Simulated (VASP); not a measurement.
# BaS: single point with PBE

The system is BaS.

```
Ba S
1.0
     0.00000    3.19375    3.19375
     3.19375    0.00000    3.19375
     3.19375    3.19375    0.00000
Ba S
1 1
Direct
  0.00000 0.00000 0.00000
  0.50000 0.50000 0.50000
```

```
Program                : VASP 6.6.1
Task                   : single point
Functional             : PBE
Potentials or basis    : VASP PAW PBE potentials, release 64 (Ba_sv, S)
Cutoff                 : 500 eV
k mesh                 : 7 × 7 × 7
Occupations            : gaussian, width 0.018 eV
Spin                   : no spin polarisation
Dipole correction      : no
Further INCAR settings : ALGO = Normal; EDIFF = 1e-06; NBANDS = 15
```

The pressure is 1.4 GPa and the band gap on the k mesh is 2.17 eV (least direct gap 2.31 eV).

Levels at points of the mesh, in eV from the valence-band top:
```tsv
k point	band 6	band 7	band 8	band 9	band 10	band 11
(0.00, 0.00, 0.00)	0.00	0.00	0.00	3.60	3.87	3.87
```

Wall time 29 s on 1 thread of Intel(R) Xeon(R) Platinum 8259CL CPU @ 2.50GHz (Skylake/Cascade Lake) (shared host), peak memory 0.2 GiB.

Caveat: spin-orbit coupling is left out, which moves the levels of the heavy elements; an odd mesh through Γ misses points on the zone boundary, where band edges can lie.
